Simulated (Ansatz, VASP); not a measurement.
One calculation of Ru, two programs

```
Ru
1.0
     2.67190    0.00000    0.00000
    -1.33595    2.31393    0.00000
     0.00000    0.00000    2.38481
Ru
1
Cartesian
  0.0000 0.0000 0.0000
```

Alike in both runs: functional r2SCAN; k mesh 24 × 24 × 24; occupations gaussian, width 0.1 eV; no spin polarisation.

Ansatz relaxed the structure, and its values are those at the end. VASP's run is a single point on that final structure, the one shown.

|  | VASP | Ansatz |
| --- | --- | --- |
| version | VASP 6.6.1 | Ansatz 0.2.0 |
| potentials or method | VASP PAW PBE potentials, release 64 (Ru_pv), cutoff 520 eV | scalar-relativistic, plane waves, PAW |
| valence electrons in the cell | 14 | 16 |

```tsv
	VASP	Ansatz	Ansatz less VASP
gap on the k mesh at the Fermi level (eV)	none	none	-
pressure (GPa)	1.3	0.0	-1.28
```

VASP's potentials were made for PBE, not for r2SCAN. A gap of «none» marks a metal or a gap that the smearing closes. VASP's potentials hold 14 valence electrons a cell and Ansatz's 16, so a difference there can come from the potentials and not from the codes.
